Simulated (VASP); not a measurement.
# YbB2 (P6/mmm) in VASP: a series of runs

YbB2 is run at these levels: PBE; tasks: relaxation of shape and atoms at fixed volume.

Program: VASP 6.6.1. These are calculated values, not measurements. Logs are shortened: lines on timing, memory, paths and dates and some standing lists are left out, and cuts for length are marked.

### Step 1. The cell of the first run

The structure is hexagonal, space group P6/mmm (No. 191). Conventional cell: a = 3.289 Å, b = 3.289 Å, c = 3.929 Å, α = 90.00°, β = 90.00°, γ = 120.00°. Yb (site symmetry 6/mmm) has 12 B at 2.73 Å and 6 Yb at 3.29 Å within 3.6 Å. B (site symmetry -6m2) has 3 B at 1.90 Å within 2.5 Å.

### Step 2. Relaxation of shape and atoms at fixed volume, PBE (12.27 Å³/atom)

File INCAR:

```
SYSTEM = YbB2
  ALGO = Normal
  EDIFF = 1E-7
  EDIFFG = -0.01
  ENCUT = 600
  GGA = PE
  IBRION = 2
  ISIF = 4
  ISMEAR = 0
  LASPH = .True.
  LCHARG = .False.
  LREAL = .False.
  LWAVE = .False.
  NELM = 80
  NSW = 50
  PREC = Accurate
  SIGMA = 0.1
```

File KPOINTS:

```
k-points
0
Gamma
  15 15 12
  0 0 0
```

File POSCAR:

```
YbB2
1.0
    3.2893982842      0.0000000000      0.0000000000
   -1.6446991421      2.8487024773      0.0000000000
    0.0000000000      0.0000000000      3.9288636411
Yb B
1 2
Direct
    0.0000000000      0.0000000000      0.0000000000
    0.3333333333      0.6666666667      0.5000000000
    0.6666666667      0.3333333333      0.5000000000
```

Potentials or basis: VASP PAW PBE potentials, release 64 (Yb, B).

The run is started by

```
cat potpaw_PBE.64/Yb/POTCAR potpaw_PBE.64/B/POTCAR > POTCAR
mpirun -np 1 vasp_std > vasp.out
```

OUTCAR:

```text
SYSTEM = YbB2
   EDIFF = 1E-7
   EDIFFG = -0.01
   ENCUT = 600
   GGA = PE
   IBRION = 2
   ISIF = 4
   ISMEAR = 0
   LASPH = .True.
   LREAL = .False.
   NELM = 80
   NSW = 50
   PREC = Accurate

 ion  position               nearest neighbor table
   1  0.000  0.000  0.000-   2 2.73   3 2.73   2 2.73   3 2.73   3 2.73   3 2.73   2 2.73   2 2.73
                             3 2.73   3 2.73   2 2.73   2 2.73
   2  0.333  0.667  0.500-   3 1.90   3 1.90   3 1.90   1 2.73   1 2.73   1 2.73   1 2.73   1 2.73
                             1 2.73
   3  0.667  0.333  0.500-   2 1.90   2 1.90   2 1.90   1 2.73   1 2.73   1 2.73   1 2.73   1 2.73
                             1 2.73

  LATTYP: Found a hexagonal cell.
 ALAT       =     3.2893982842
 C/A-ratio  =     1.1944019245

  Lattice vectors:

 A1 = (   3.2893982842,   0.0000000000,   0.0000000000)
 A2 = (  -1.6446991421,   2.8487024773,   0.0000000000)
 A3 = (   0.0000000000,   0.0000000000,   3.9288636411)

Analysis of symmetry for initial positions (statically):
=====================================================================
 Subroutine PRICEL returns:
 Original cell was already a primitive cell.

 Routine SETGRP: Setting up the symmetry group for a
 hexagonal supercell.

 Subroutine GETGRP returns: Found 24 space group operations
 (whereof 24 operations were pure point group operations)
 out of a pool of 24 trial point group operations.

The static configuration has the point symmetry D_6h.

Analysis of symmetry for dynamics (positions and initial velocities):
=====================================================================
 Subroutine PRICEL returns:
 Original cell was already a primitive cell.

 Routine SETGRP: Setting up the symmetry group for a
 hexagonal supercell.

 Subroutine GETGRP returns: Found 24 space group operations
 (whereof 24 operations were pure point group operations)
 out of a pool of 24 trial point group operations.

The dynamic configuration has the point symmetry D_6h.

 Subroutine INISYM returns: Found 24 space group operations
 (whereof 24 operations are pure point group operations),
 and found     1 'primitive' translations

----------------------------------------------------------------------------------------

                                     Primitive cell

  volume of cell :      36.8155

  direct lattice vectors                    reciprocal lattice vectors
     3.289398284  0.000000000  0.000000000     0.304006968  0.175518505  0.000000000
    -1.644699142  2.848702477  0.000000000     0.000000000  0.351037010  0.000000000
     0.000000000  0.000000000  3.928863641     0.000000000  0.000000000  0.254526523

  length of vectors
     3.289398284  3.289398284  3.928863641     0.351037010  0.351037010  0.254526523

  position of ions in fractional coordinates (direct lattice)
     0.000000000  0.000000000  0.000000000
     0.333333333  0.666666667  0.500000000
     0.666666667  0.333333333  0.500000000

  ion indices of the primitive-cell ions
   primitive index   ion index
                 1           1
                 2           2
                 3           3

----------------------------------------------------------------------------------------

 KPOINTS: k-points

Automatic generation of k-mesh.
 Grid dimensions read from file:
 generate k-points for:   15   15   12

 Generating k-lattice:

  Cartesian coordinates                     Fractional coordinates (reciprocal lattice)
     0.020267131  0.011701234  0.000000000     0.066666667 -0.000000000  0.000000000
     0.000000000  0.023402467  0.000000000     0.000000000  0.066666667  0.000000000
     0.000000000  0.000000000  0.021210544     0.000000000  0.000000000  0.083333333

  Length of vectors
     0.023402467  0.023402467  0.021210544

  Shift w.r.t. Gamma in fractional coordinates (k-lattice)
     0.000000000  0.000000000  0.000000000

 Subroutine IBZKPT returns following result:
 ===========================================

 Found    189 irreducible k-points:

 Following reciprocal coordinates:
            Coordinates               Weight
  0.000000  0.000000  0.000000      1.000000
  0.066667 -0.000000  0.000000      6.000000
  0.133333  0.000000  0.000000      6.000000
  0.200000 -0.000000  0.000000      6.000000
  0.266667  0.000000  0.000000      6.000000
  0.333333  0.000000  0.000000      6.000000
[... 16 lines left out ...]
  0.333333  0.200000  0.000000     12.000000
  0.400000  0.200000  0.000000      6.000000
 [... further k-points ...]
   k-points           NKPTS =    189   k-points in BZ     NKDIM =    189   number of bands    NBANDS=     19
   number of dos      NEDOS =    301   number of ions     NIONS =      3
   total plane-waves  NPLWV =  25088
   dimension x,y,z NGX =    28 NGY =   28 NGZ =   32
   dimension x,y,z NGXF=    56 NGYF=   56 NGZF=   64
   ions per type =               1   2
   NGX,Y,Z   is equivalent  to a cutoff of  14.15, 14.15, 13.54 a.u.
   NGXF,Y,Z  is equivalent  to a cutoff of  28.30, 28.30, 27.08 a.u.
 SYSTEM =  YbB2
   PREC   = accura    normal or accurate (medium, high low for compatibility)
   ISTART =      0    job   : 0-new  1-cont  2-samecut
   ICHARG =      2    charge: 1-file 2-atom 10-const
   ISPIN  =      1    spin polarized calculation?
   LNONCOLLINEAR =      F non collinear calculations
   LSORBIT =      F    spin-orbit coupling
   LASPH  =      T    aspherical Exc in radial PAW
   ENCUT  =  600.0 eV  44.10 Ry    6.64 a.u.   6.57  6.57  7.85*2*pi/ulx,y,z
   NELM   =     80;   NELMIN=  2; NELMDL= -5     # of ELM steps
   EDIFF  = 0.1E-06   stopping-criterion for ELM
   LREAL  =      F    real-space projection
   EDIFFG = -.1E-01   stopping-criterion for IOM
   NSW    =     50    number of steps for IOM
   IBRION =      2    ionic relax: 0-MD 1-quasi-New 2-CG
   NFREE  =      1    steps in history (QN), initial steepest desc. (CG)
   ISIF   =      4    stress and relaxation
   ISYM   =      2    0-nonsym 1-usesym 2-fastsym
   POTIM  = 0.5000    time-step for ionic-motion
   TEBEG  =    0.0;   TEEND  =   0.0 temperature during run
   PSTRESS=    0.0 pullay stress
   NELECT =      30.0000    total number of electrons
   NUPDOWN=      -1.0000    fix difference up-down
   EMIN   =  10.00;   EMAX   =-10.00  energy-range for DOS
   EFERMI =   0.00;   METHOD = LEGACY
   ISMEAR =     0;   SIGMA  =   0.10  broadening in eV -4-tet -1-fermi 0-gaus
   EFERMI_NEDOS =   21; number of points for ismear=-14 and -15
   IALGO  =     38    algorithm
   IMIX   =      4    mixing-type and parameters
     AMIX     =   0.40;   BMIX     =  1.00
     AMIX_MAG =   1.60;   BMIX_MAG =  1.00
  volume/ion in A,a.u.               =      12.27        82.81
  Fermi-wavevector in a.u.,A,eV,Ry     =   1.529109  2.889597 31.812788  2.338174
  Thomas-Fermi vector in A             =   2.636775
   LORBIT       =      0    0 simple, 1 ext, 2 COOP (PROOUT), +10 PAW based schemes
   GGA     = PE    functional components
   LHFCALC =     F    Hartree Fock is set to
   AEXX    =    0.0000 exact exchange contribution
   IVDW    =     0    specifies the selected vdW correction
   LEPSILON=     F    determine dielectric tensor
   LRPA    =     F    only Hartree local field effects (RPA)
 conjugate gradient relaxation of ions
 non-spin polarized calculation
 Gauss-broadening in eV      SIGMA  =   0.10
  energy-cutoff  :      600.00
  volume of cell :       36.82
 maximum number of plane-waves:      1264
 NGX is ok and might be reduce to    28
   NGX = 13   NGY = 13   NGZ = 15

--------------------------------------- Ionic step        1  -------------------------------------------

 number of electron      29.9999998 magnetization

 Free energy of the ion-electron system (eV)
  ---------------------------------------------------
  ext. energy  EPLUGINS =         0.00000000
  ---------------------------------------------------
  free energy    TOTEN  =       -18.09699562 eV

  energy without entropy =      -18.07964150  energy(sigma->0) =      -18.08831856

------------------------ aborting loop because EDIFF is reached ----------------------------------------

  FORCE on cell =-STRESS in cart. coord.  units (eV):
  Direction    XX          YY          ZZ          XY          YZ          ZX
  --------------------------------------------------------------------------------------
  -------------------------------------------------------------------------------------
  Total       -1.7218653     -1.7218653     -1.6259753      0.0000000      0.0000000      0.0000000
  in kB      -74.9340584    -74.9340584    -70.7610099      0.0000000      0.0000000      0.0000000
  external PRESSURE =     -73.5430423 kB  Pullay stress =       0.0000000 kB

 VOLUME and BASIS-vectors are now :
 -----------------------------------------------------------------------------
  energy-cutoff  :      600.00
  volume of cell :       36.82
      direct lattice vectors                 reciprocal lattice vectors
     3.289398284  0.000000000  0.000000000     0.304006968  0.175518505  0.000000000
    -1.644699142  2.848702477  0.000000000     0.000000000  0.351037010  0.000000000
     0.000000000  0.000000000  3.928863641     0.000000000  0.000000000  0.254526523

 POSITION                                       TOTAL-FORCE (eV/Angst)
 -----------------------------------------------------------------------------------
      0.00000      0.00000      0.00000        -0.000000      0.000000      0.000000
     -0.00000      1.89913      1.96443         0.000000      0.000000      0.000000
      1.64470      0.94957      1.96443        -0.000000     -0.000000      0.000000
 -----------------------------------------------------------------------------------
    total drift:                               -0.000000      0.000000      0.000000

  FREE ENERGIE OF THE ION-ELECTRON SYSTEM (eV)
  ---------------------------------------------------
  free  energy   TOTEN  =       -18.0969956235 eV

  energy  without entropy=      -18.0796415042  energy(sigma->0) =      -18.08831856

--------------------------------------- Ionic step        2  -------------------------------------------

 number of electron      29.9999998 magnetization

 Free energy of the ion-electron system (eV)
  ---------------------------------------------------
  ext. energy  EPLUGINS =         0.00000000
  ---------------------------------------------------
  free energy    TOTEN  =       -18.09705513 eV

  energy without entropy =      -18.07974075  energy(sigma->0) =      -18.08839794

 E-fermi :   3.6922     XC(G=0): -11.9135

 val. band max:        3.6899067364   @ k =   0.0667  -0.0000   0.0000
 cond. band min:       3.6924007489   @ k =   0.2000  -0.0000   0.1667
 fundamental gap:      0.0024940125
 Fermi energy:         3.6921720365

 k-point     1 :       0.0000    0.0000    0.0000
  band No.  band energies     occupation
      1     -47.2589      2.00000
      2     -19.4453      2.00000
      3     -19.1604      2.00000
      4     -19.1604      2.00000
      5      -7.1199      2.00000
      6       2.0399      2.00000
[... 11 lines left out ...]
     18       9.8816      0.00000
     19       9.8816      0.00000

 k-point     2 :       0.0667   -0.0000    0.0000
  band No.  band energies     occupation
      1     -47.2565      2.00000
      2     -19.4384      2.00000
      3     -19.1999      2.00000
      4     -19.1688      2.00000
      5      -7.0351      2.00000
      6       2.0243      2.00000
[... 476 lines left out ...]
 k-point    24 :       0.4000    0.2000    0.0000
  band No.  band energies     occupation
      1     -47.1993      2.00000
      2     -19.9003      2.00000
      3     -19.5411      2.00000
      4     -19.2715      2.00000
      5      -2.9630      2.00000
      6      -2.6712      2.00000
[... 11 lines left out ...]
     18       8.8604      0.00000
     19      10.9714      0.00000

 [... further k-points ...]

------------------------ aborting loop because EDIFF is reached ----------------------------------------

  FORCE on cell =-STRESS in cart. coord.  units (eV):
  Direction    XX          YY          ZZ          XY          YZ          ZX
  --------------------------------------------------------------------------------------
  -------------------------------------------------------------------------------------
  Total       -1.7012172     -1.7012172     -1.6777145      0.0000000      0.0000000      0.0000000
  in kB      -74.0354712    -74.0354712    -73.0126535      0.0000000      0.0000000      0.0000000
  external PRESSURE =     -73.6945320 kB  Pullay stress =       0.0000000 kB

 VOLUME and BASIS-vectors are now :
 -----------------------------------------------------------------------------
  energy-cutoff  :      600.00
  volume of cell :       36.82
      direct lattice vectors                 reciprocal lattice vectors
     3.287708406  0.000000000  0.000000000     0.304163228  0.175608721  0.000000000
    -1.643854203  2.847239000  0.000000000     0.000000000  0.351217443  0.000000000
     0.000000000  0.000000000  3.932903542     0.000000000 -0.000000000  0.254265071

 POSITION                                       TOTAL-FORCE (eV/Angst)
 -----------------------------------------------------------------------------------
      3.28771      0.00000      0.00000        -0.000000      0.000000      0.000000
     -0.00000      1.89816      1.96645         0.000000     -0.000000      0.000000
      1.64385      0.94908      1.96645        -0.000000      0.000000      0.000000
 -----------------------------------------------------------------------------------
    total drift:                                0.000000      0.000000     -0.000000

  FREE ENERGIE OF THE ION-ELECTRON SYSTEM (eV)
  ---------------------------------------------------
  free  energy   TOTEN  =       -18.0970551341 eV

  energy  without entropy=      -18.0797407538  energy(sigma->0) =      -18.08839794

 reached required accuracy - stopping structural energy minimisation
```

It took 20 min on 1 thread of Intel Xeon 8259CL, shared host; peak memory 0.34 GiB.

Results:

```yaml
Free_energy: -18.0971 eV
Energy_gained_by_relaxing: 0.0 meV/atom
Ionic_steps: 2
Pressure_after_relaxing: -7.4 GPa
Band_gap_on_the_k_mesh: zero (bands 15 and 16 overlap by 1.19 eV)
```

Stress tensor (GPa, compression positive):
```
-7.40  0.00  0.00
 0.00 -7.40  0.00
 0.00  0.00 -7.30
```

Final structure:
```
Yb B
1.0
     3.28771    0.00000    0.00000
    -1.64385    2.84724    0.00000
     0.00000    0.00000    3.93290
Yb B
1 2
Direct
  0.00000 0.00000 0.00000
  0.33333 0.66667 0.50000
  0.66667 0.33333 0.50000
```

Levels at points of the mesh, in eV from the Fermi level:
| k point | band 12 | band 13 | band 14 | band 15 | band 16 | band 17 | band 18 | band 19 |
| --- | --- | --- | --- | --- | --- | --- | --- | --- |
| (0.00, 0.00, 0.00) | -0.33 | -0.31 | -0.27 | -0.27 | 0.01 | 6.01 | 6.19 | 6.19 |
| (0.00, 0.00, 0.50) | -0.27 | -0.27 | 0.93 | 0.93 | 3.63 | 3.63 | 3.77 | 4.04 |

Caveat: spin-orbit coupling is left out, which moves the levels of the heavy elements. Spin polarisation is off, so any magnetic state and its effect on volume and gap are missing.

(Part 1 of 3 ends here.)
